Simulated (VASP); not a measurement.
# H2CO in VASP: a series of runs

The runs below take H2CO through single point, with PBE+D3(BJ).

Program: VASP 6.6.1. These are calculated values, not measurements. Logs are shortened: lines on timing, memory, paths and dates and some standing lists are left out, and cuts for length are marked.

**1. The cell of the first run**

The cell holds a disordered packing, 40 atoms: a = 8.188 Å, b = 8.188 Å, c = 8.188 Å, α = 90.00°, β = 90.00°, γ = 90.00°.

**2. Single point, PBE+D3(BJ)**

Input file INCAR:

```
SYSTEM = H2CO
PREC = Accurate ; ENCUT = 520
EDIFF = 1E-6 ; ISMEAR = -1
SIGMA = 0.02 ; LREAL = Auto
LASPH = .True. ; NELM = 100
ALGO = Normal ; ISIF = 2
LWAVE = .False. ; LCHARG = .False.
GGA = PE ; IVDW = 12
NBANDS = 86
```

Input file KPOINTS:

```
Automatic mesh
0
Gamma
  1 1 1
  0 0 0
```

Input file POSCAR:

```
H2CO
1.0
    8.1882440000      0.0000000000      0.0000000000
    0.0000000000      8.1882440000      0.0000000000
    0.0000000000      0.0000000000      8.1882440000
O C H
10 10 20
Direct
    0.4565423823      0.1676902404      0.5437981621
    0.5706723789      0.8249994686      0.7521164303
    0.3135975629      0.3938369706      0.0227182585
    1.0211194029      0.0740293126      0.4274987614
    0.8120633177      0.4993788847      0.9773297934
    0.7813049500      0.0537702897      0.9659500948
    0.6645884737      0.8645108065      0.3492832605
    0.2808480665      0.8396436253      0.0637166584
    0.3482960973      0.6121706476      0.4431038307
    0.0083828294      0.5527783204      0.5993800769
    0.3710830648      0.0512924238      0.5090434690
    0.7025794076      0.7619355665      0.7278388554
    0.4244112128      0.4907922607      0.0402323192
    0.9058233265      0.1654564148      0.4479505714
    0.9405455372      0.4247705635      0.9743496838
    0.6476569698      0.0887534230      0.9095504434
    0.6787494473      0.8110539546      0.2115950508
    0.1382471248      0.8747178512      0.0808038500
    0.4112939090      0.5108636690      0.5316980546
    0.0791259736      0.6813263930      0.5743139958
    0.3640408061      0.0034809852      0.3825127897
    0.2986538514     -0.0132624467      0.6039893435
    0.8177662487      0.8188792216      0.7731450622
    0.7156796847      0.6451041703      0.6603857444
    0.5020652120      0.5298567732     -0.0641519884
    0.4530634330      0.5465425560      0.1608846060
    0.7802371206      0.1183207669      0.4729909190
    0.9224345471      0.3008106220      0.4424934705
    0.9580444034      0.3093729218      1.0436748817
    1.0461745427      0.4672892895      0.9005513878
    0.6342304153      0.1563872488      0.7928290266
    0.5316846943      0.0599250882      0.9740920391
    0.5813787992      0.8277773487      0.1182890713
    0.7877327776      0.7393366398      0.1721138991
    0.0768963957      0.9736443595      0.0099098161
    0.0611274880      0.8073515003      0.1711811426
    0.5348465744      0.4610372994      0.5065458817
    0.3486445378      0.4607524949      0.6413120211
    0.1641129486      0.7341415417      0.6666116182
    0.0564488845      0.7571779323      0.4643546474
```

Potentials or basis: VASP PAW PBE potentials, release 64 (O, C, H).

On the command line:

```sh
$ cat potpaw_PBE.64/O/POTCAR potpaw_PBE.64/C/POTCAR potpaw_PBE.64/H/POTCAR > POTCAR
$ mpirun -np 1 vasp_gam > vasp.out
```

OUTCAR:

```text
SYSTEM = H2CO
   PREC = Accurate
   ENCUT = 520
   EDIFF = 1E-6
   ISMEAR = -1
   LREAL = Auto
   LASPH = .True.
   NELM = 100
   ISIF = 2
   GGA = PE
   IVDW = 12
 IVDW          = 12

 ion  position               nearest neighbor table
   1  0.457  0.168  0.544-  11 1.22
   2  0.571  0.825  0.752-  12 1.21
   3  0.314  0.394  0.023-  13 1.21
   4  0.021  0.074  0.427-  14 1.22
   5  0.812  0.499  0.977-  15 1.22
   6  0.781  0.054  0.966-  16 1.22
   7  0.665  0.865  0.349-  17 1.21
   8  0.281  0.840  0.064-  18 1.21
   9  0.348  0.612  0.443-  19 1.22
  10  0.008  0.553  0.599-  20 1.22
  11  0.371  0.051  0.509-  21 1.11  22 1.11   1 1.22
  12  0.703  0.762  0.728-  24 1.11  23 1.12   2 1.21
  13  0.424  0.491  0.040-  25 1.11  26 1.11   3 1.21
  14  0.906  0.165  0.448-  27 1.12  28 1.12   4 1.22
  15  0.941  0.425  0.974-  30 1.11  29 1.11   5 1.22
  16  0.648  0.089  0.910-  31 1.11  32 1.11   6 1.22
  17  0.679  0.811  0.212-  33 1.11  34 1.12   7 1.21
  18  0.138  0.875  0.081-  35 1.12  36 1.12   8 1.21
  19  0.411  0.511  0.532-  37 1.11  38 1.11   9 1.22
  20  0.079  0.681  0.574-  40 1.11  39 1.11  10 1.22
  21  0.364  0.003  0.383-  11 1.11
  22  0.299  0.987  0.604-  11 1.11
  23  0.818  0.819  0.773-  12 1.12
  24  0.716  0.645  0.660-  12 1.11
  25  0.502  0.530  0.936-  13 1.11
  26  0.453  0.547  0.161-  13 1.11
[... 12 lines left out ...]
  39  0.164  0.734  0.667-  20 1.11
  40  0.056  0.757  0.464-  20 1.11

  LATTYP: Found a simple cubic cell.
 ALAT       =     8.1882440000

  Lattice vectors:

 A1 = (   8.1882440000,   0.0000000000,   0.0000000000)
 A2 = (   0.0000000000,   8.1882440000,   0.0000000000)
 A3 = (   0.0000000000,   0.0000000000,   8.1882440000)

Analysis of symmetry for initial positions (statically):
=====================================================================
 Subroutine PRICEL returns:
 Original cell was already a primitive cell.

 Routine SETGRP: Setting up the symmetry group for a
 simple cubic supercell.

 Subroutine GETGRP returns: Found  1 space group operations
 (whereof  1 operations were pure point group operations)
 out of a pool of 48 trial point group operations.

The static configuration has the point symmetry C_1 .

Analysis of symmetry for dynamics (positions and initial velocities):
=====================================================================
 Subroutine PRICEL returns:
 Original cell was already a primitive cell.

 Routine SETGRP: Setting up the symmetry group for a
 simple cubic supercell.

 Subroutine GETGRP returns: Found  1 space group operations
 (whereof  1 operations were pure point group operations)
 out of a pool of 48 trial point group operations.

The dynamic configuration has the point symmetry C_1 .

 Subroutine INISYM returns: Found  1 space group operations
 (whereof  1 operations are pure point group operations),
 and found     1 'primitive' translations

----------------------------------------------------------------------------------------

                                     Primitive cell

  volume of cell :     549.0000

  direct lattice vectors                    reciprocal lattice vectors
     8.188244000  0.000000000  0.000000000     0.122126307  0.000000000  0.000000000
     0.000000000  8.188244000  0.000000000     0.000000000  0.122126307  0.000000000
     0.000000000  0.000000000  8.188244000     0.000000000  0.000000000  0.122126307

  length of vectors
     8.188244000  8.188244000  8.188244000     0.122126307  0.122126307  0.122126307

  position of ions in fractional coordinates (direct lattice)
     0.456542382  0.167690240  0.543798162
     0.570672379  0.824999469  0.752116430
     0.313597563  0.393836971  0.022718258
     0.021119403  0.074029313  0.427498761
     0.812063318  0.499378885  0.977329793
     0.781304950  0.053770290  0.965950095
[... 32 lines left out ...]
     0.164112949  0.734141542  0.666611618
     0.056448884  0.757177932  0.464354647

  ion indices of the primitive-cell ions
   primitive index   ion index
                 1           1
                 2           2
                 3           3
                 4           4
                 5           5
                 6           6
[... 32 lines left out ...]
                39          39
                40          40

----------------------------------------------------------------------------------------

 KPOINTS: Automatic mesh

Automatic generation of k-mesh.
 Grid dimensions read from file:
 generate k-points for:    1    1    1

 Generating k-lattice:

  Cartesian coordinates                     Fractional coordinates (reciprocal lattice)
     0.122126307  0.000000000  0.000000000     1.000000000  0.000000000  0.000000000
     0.000000000  0.122126307  0.000000000     0.000000000  1.000000000  0.000000000
     0.000000000  0.000000000  0.122126307     0.000000000  0.000000000  1.000000000

  Length of vectors
     0.122126307  0.122126307  0.122126307

  Shift w.r.t. Gamma in fractional coordinates (k-lattice)
     0.000000000  0.000000000  0.000000000

 Subroutine IBZKPT returns following result:
 ===========================================

 Found      1 irreducible k-points:

 Following reciprocal coordinates:
            Coordinates               Weight
  0.000000  0.000000  0.000000      1.000000
   k-points           NKPTS =      1   k-points in BZ     NKDIM =      1   number of bands    NBANDS=     86
   number of dos      NEDOS =    301   number of ions     NIONS =     40
   total plane-waves  NPLWV = 262144
   dimension x,y,z NGX =    64 NGY =   64 NGZ =   64
   dimension x,y,z NGXF=   128 NGYF=  128 NGZF=  128
   ions per type =              10  10  20
   NGX,Y,Z   is equivalent  to a cutoff of  12.99, 12.99, 12.99 a.u.
   NGXF,Y,Z  is equivalent  to a cutoff of  25.99, 25.99, 25.99 a.u.
 SYSTEM =  H2CO
   PREC   = accura    normal or accurate (medium, high low for compatibility)
   ISTART =      0    job   : 0-new  1-cont  2-samecut
   ICHARG =      2    charge: 1-file 2-atom 10-const
   ISPIN  =      1    spin polarized calculation?
   LNONCOLLINEAR =      F non collinear calculations
   LSORBIT =      F    spin-orbit coupling
   LASPH  =      T    aspherical Exc in radial PAW
   ENCUT  =  520.0 eV  38.22 Ry    6.18 a.u.  15.22 15.22 15.22*2*pi/ulx,y,z
   NELM   =    100;   NELMIN=  2; NELMDL= -5     # of ELM steps
   EDIFF  = 0.1E-05   stopping-criterion for ELM
   LREAL  =      T    real-space projection
   EDIFFG = 0.1E-04   stopping-criterion for IOM
   NSW    =      0    number of steps for IOM
   IBRION =     -1    ionic relax: 0-MD 1-quasi-New 2-CG
   NFREE  =      0    steps in history (QN), initial steepest desc. (CG)
   ISIF   =      2    stress and relaxation
   ISYM   =      2    0-nonsym 1-usesym 2-fastsym
   POTIM  = 0.5000    time-step for ionic-motion
   TEBEG  =    0.0;   TEEND  =   0.0 temperature during run
   PSTRESS=    0.0 pullay stress
   NELECT =     120.0000    total number of electrons
   NUPDOWN=      -1.0000    fix difference up-down
   EMIN   =  10.00;   EMAX   =-10.00  energy-range for DOS
   EFERMI =   0.00;   METHOD = LEGACY
   ISMEAR =    -1;   SIGMA  =   0.02  broadening in eV -4-tet -1-fermi 0-gaus
   EFERMI_NEDOS =   21; number of points for ismear=-14 and -15
   IALGO  =     38    algorithm
   IMIX   =      4    mixing-type and parameters
     AMIX     =   0.40;   BMIX     =  1.00
     AMIX_MAG =   1.60;   BMIX_MAG =  1.00
  volume/ion in A,a.u.               =      13.72        92.62
  Fermi-wavevector in a.u.,A,eV,Ry     =   0.986153  1.863560 13.231645  0.972499
  Thomas-Fermi vector in A             =   2.117513
   LORBIT       =      0    0 simple, 1 ext, 2 COOP (PROOUT), +10 PAW based schemes
   GGA     = PE    functional components
   LHFCALC =     F    Hartree Fock is set to
   AEXX    =    0.0000 exact exchange contribution
   IVDW    =    12    specifies the selected vdW correction
   LEPSILON=     F    determine dielectric tensor
   LRPA    =     F    only Hartree local field effects (RPA)
 non-spin polarized calculation
  energy-cutoff  :      520.00
  volume of cell :      549.00
 maximum number of plane-waves:      7386
 NGX is ok and might be reduce to    64
   NGX = 31   NGY = 31   NGZ = 31

 number of electron     120.0000000 magnetization

 Free energy of the ion-electron system (eV)
  ---------------------------------------------------
  ext. energy  EPLUGINS =         0.00000000
  ---------------------------------------------------
  free energy    TOTEN  =      -222.93872248 eV

  energy without entropy =     -222.93872248  energy(sigma->0) =     -222.93872248

 E-fermi :  -2.1366     XC(G=0):  -6.4387

 val. band max:       -2.6964125285   @ k =   0.0000   0.0000   0.0000
 cond. band min:       0.2179264724   @ k =   0.0000   0.0000   0.0000
 fundamental gap:      2.9143390009
 Fermi energy:        -2.1365643361

 k-point     1 :       0.0000    0.0000    0.0000
  band No.  band energies     occupation
      1     -23.7519      2.00000
      2     -23.7120      2.00000
      3     -23.6032      2.00000
      4     -23.5685      2.00000
      5     -23.4815      2.00000
      6     -23.3346      2.00000
[... 64 lines left out ...]
     71       2.5100      0.00000
     72       3.3704      0.00000
 [bands above 72 left out]

------------------------ aborting loop because EDIFF is reached ----------------------------------------

 Edisp (eV)   -1.62603

 E8    (eV) :    -0.3751

  FORCE on cell =-STRESS in cart. coord.  units (eV):
  Direction    XX          YY          ZZ          XY          YZ          ZX
  --------------------------------------------------------------------------------------
  -------------------------------------------------------------------------------------
  Total       1.24997     0.18751    -1.31036    -0.14649     0.26672    -0.39572
  in kB       3.64784     0.54721    -3.82409    -0.42752     0.77837    -1.15486
  external pressure =        0.12 kB  Pullay stress =        0.00 kB

 VOLUME and BASIS-vectors are now :
 -----------------------------------------------------------------------------
  energy-cutoff  :      520.00
  volume of cell :      549.00
      direct lattice vectors                 reciprocal lattice vectors
     8.188244000  0.000000000  0.000000000     0.122126307  0.000000000  0.000000000
     0.000000000  8.188244000  0.000000000     0.000000000  0.122126307  0.000000000
     0.000000000  0.000000000  8.188244000     0.000000000  0.000000000  0.122126307

 POSITION                                       TOTAL-FORCE (eV/Angst)
 -----------------------------------------------------------------------------------
      3.73828      1.37309      4.45275         0.258168      0.367791      0.091493
      4.67280      6.75530      6.15851        -0.409271      0.226186      0.113496
      2.56781      3.22483      0.18602        -0.384340     -0.342903     -0.039773
      0.17293      0.60617      3.50046         0.299350     -0.349505     -0.021150
      6.64937      4.08904      8.00261        -0.451681      0.247707      0.045917
      6.39752      0.44028      7.90944         0.383278     -0.154201      0.178843
[... 32 lines left out ...]
      1.34380      6.01133      5.45838        -0.006712      0.034209     -0.023740
      0.46222      6.19996      3.80225         0.010182      0.010140     -0.001966
 -----------------------------------------------------------------------------------
    total drift:                               -0.002411      0.005477     -0.004945

  FREE ENERGIE OF THE ION-ELECTRON SYSTEM (eV)
  ---------------------------------------------------
  free  energy   TOTEN  =      -224.5647493063 eV

  energy  without entropy=     -224.5647493063  energy(sigma->0) =     -224.56474931
```

Wall time 1.7 min (1 thread of Intel Xeon Platinum 8488C (Sapphire Rapids), shared host); peak memory 0.52 GiB.

Results:

```
Free energy                : -224.5647 eV
Pressure                   : 0.0 GPa
Largest force              : 0.668 eV/Å
Band gap on the k mesh     : 2.91 eV
Dispersion energy per atom : -0.041 eV
```

Forces in eV/Å, atoms in the order of the input:
```
O    0.258  0.368  0.091
O   -0.409  0.226  0.113
O   -0.384 -0.343 -0.040
O    0.299 -0.350 -0.021
O   -0.452  0.248  0.046
O    0.383 -0.154  0.179
O    0.023  0.089  0.404
O    0.638 -0.058 -0.187
O   -0.127  0.128 -0.148
O   -0.250 -0.410  0.067
C   -0.181 -0.288 -0.157
C    0.439 -0.228 -0.100
C    0.368  0.364  0.021
C   -0.290  0.406  0.047
C    0.466 -0.235 -0.085
C   -0.466  0.132 -0.145
C   -0.009 -0.140 -0.405
C   -0.594  0.064  0.198
C    0.157 -0.184  0.161
C    0.215  0.341 -0.058
H   -0.056 -0.019  0.038
H    0.006 -0.051 -0.029
H   -0.015 -0.011 -0.009
H    0.047  0.032  0.014
H    0.011  0.012  0.009
H   -0.015 -0.035 -0.012
H    0.082  0.020 -0.036
H   -0.067 -0.073  0.038
H   -0.022 -0.009  0.008
H   -0.014 -0.012  0.016
H   -0.012 -0.001 -0.017
H    0.024 -0.022  0.001
H    0.028 -0.013  0.019
H   -0.037  0.051  0.036
H    0.047 -0.048  0.067
H   -0.074  0.075 -0.083
H    0.014  0.036 -0.032
H   -0.036  0.045  0.015
H   -0.007  0.034 -0.024
H    0.010  0.010 -0.002
```

Levels at points of the mesh, in eV from the valence-band top:
```tsv
k point	band 56	band 57	band 58	band 59	band 60	band 61	band 62	band 63	band 64	band 65
(0.00, 0.00, 0.00)	-0.33	-0.21	-0.17	-0.11	0.00	2.91	3.02	3.19	3.26	3.28
```

Caveat: the k points lie up to 0.77 Å⁻¹ apart.

**3. Single point, PBE+D3(BJ)**

Input file INCAR:

```
  PREC = Accurate
  ENCUT = 520
  EDIFF = 1E-6
  ISMEAR = -1
  SIGMA = 0.02
  LREAL = Auto
  LASPH = True
  NELM = 60
  ALGO = Normal
  ISIF = 2
  LWAVE = False
  LCHARG = True
  GGA = PE
  IVDW = 12
  LELF = True
  LVHAR = True
  NBANDS = 86
```

Input file KPOINTS:

```
Automatic mesh
0
Gamma
  1 1 1
```

Input file POSCAR:

```
H2CO
1.0
    8.1882440000      0.0000000000      0.0000000000
    0.0000000000      8.1882440000      0.0000000000
    0.0000000000      0.0000000000      8.1882440000
O C H
10 10 20
Direct
    0.4667423198      0.1848137403      0.5117702892
    0.5767048466      0.8419265474      0.7797520445
    0.3246361491      0.4097826103      0.0431105863
    0.9991519549      0.0509633079      0.4272710974
    0.8505242394      0.5026352415      1.0076153080
    0.8288468199      0.0495710680      1.0207560986
    0.6831745610      0.8237663655      0.3889722876
    0.3267367216      0.8480084375      0.0747046620
    0.3558760584      0.6153700354      0.4695023744
   -0.0373462247      0.5636617570      0.5482005666
    0.3690412743      0.1234819089      0.4189909338
    0.7139381777      0.7824266106      0.7473885732
    0.4345498253      0.5137975859      0.0586694779
    0.9007181515      0.1596923589      0.4452114519
    0.9677044309      0.4186123423      0.9523165162
    0.7001012671      0.1132110865      0.9854371707
    0.6908929436      0.7598454565      0.2574666803
    0.1874028180      0.8286880557      0.1298080516
    0.4254147776      0.5411416660      0.5804541242
    0.0733002094      0.6665287454      0.5743111710
    0.2580773118      0.1911276704      0.3682352407
    0.3685894070     -0.0112234076      0.3978386575
    0.8298848935      0.8364919267      0.7883375239
    0.7230976507      0.6684094905      0.6676523074
    0.5109642556      0.5407630745     -0.0460171925
    0.4770375675      0.5549175134      0.1788295512
    0.9448790241      0.2887310149      0.4760727697
    0.7642908541      0.1424359118      0.4317653455
    0.9943523911      0.2873387750      0.9799536995
    1.0550003151      0.4827530787      0.8723115725
    0.6894396405      0.1932770934      0.8804451846
    0.5852659007      0.0840228992      1.0565757444
    0.6274727524      0.8145824673      0.1518640627
    0.7599675828      0.6495654013      0.2303057896
    0.1119653982      0.9423998601      0.1388453984
    0.1431930949      0.7026414943      0.1499588923
    0.5435475543      0.4799808115      0.5546732608
    0.3776389663      0.5415935334      0.7150128892
    0.1679969478      0.6283520618      0.6653074823
    0.0822032172      0.7899495911      0.5173026109
```

Potentials or basis: VASP PAW PBE potentials, release 64 (O, C, H).

On the command line:

```sh
$ cat potpaw_PBE.64/O/POTCAR potpaw_PBE.64/C/POTCAR potpaw_PBE.64/H/POTCAR > POTCAR
$ mpirun -np 1 vasp_gam > vasp.out
```

Run time: 95 s. Hardware: 1 thread of Intel Xeon Platinum 8488C (Sapphire Rapids), shared host; peak memory 0.53 GiB.

Results (log left out):

```
Free energy                : -223.6556 eV
Pressure                   : -1.4 GPa
Largest force              : 2.823 eV/Å
Band gap on the k mesh     : 2.50 eV
Dispersion energy per atom : -0.041 eV
```

Forces in eV/Å, atoms in the order of the input:
```
O    0.507  0.551  0.106
O    2.328 -0.661 -0.208
O    0.580  1.332  0.308
O    0.362 -0.789 -0.074
O    1.758 -2.052 -0.819
O    0.988 -0.296  0.271
O   -0.043  0.642  1.685
O   -0.520 -0.482  0.510
O    0.274 -0.723  0.597
O    1.166  1.598 -0.117
C   -1.558 -0.390  0.135
C   -2.582 -0.307 -0.554
C   -0.741 -2.277  0.002
C   -0.478  1.547  0.187
C   -1.490  1.893  0.786
C   -1.232 -0.747  0.556
C   -0.232  0.179 -1.426
C    1.202  0.935 -1.309
C   -0.115  0.738  0.067
C   -0.899 -1.855  0.346
H    0.909 -0.151  0.022
H    0.228  0.092 -0.238
H    0.219  0.255  0.224
H    0.123  0.773  0.646
H    0.373  0.678 -0.608
H   -0.248  0.383  0.367
H   -0.413 -0.651 -0.136
H    0.494 -0.131  0.056
H   -0.447  0.337  0.085
H    0.218 -0.194 -0.156
H   -0.213  0.643 -0.586
H    0.323  0.287 -0.321
H   -0.175  0.031 -0.328
H    0.472 -0.700  0.140
H   -0.341 -0.716  0.451
H   -0.437  0.102  0.363
H   -0.108 -0.044  0.265
H    0.329 -0.177 -1.322
H   -0.352  0.709 -0.014
H   -0.227 -0.360  0.040
```

Stress tensor (GPa, compression positive):
```
-1.81  0.09  0.16
 0.09 -2.01 -0.03
 0.16 -0.03 -0.28
```

Levels at points of the mesh, in eV from the valence-band top:
```tsv
k point	band 56	band 57	band 58	band 59	band 60	band 61	band 62	band 63	band 64	band 65
(0.00, 0.00, 0.00)	-0.46	-0.39	-0.30	-0.12	0.00	2.50	2.83	2.92	3.04	3.15
```

Caveat: the k points lie up to 0.77 Å⁻¹ apart; the atoms stand as in a frame of molecular dynamics.

(Continued in part 2 of 2.)
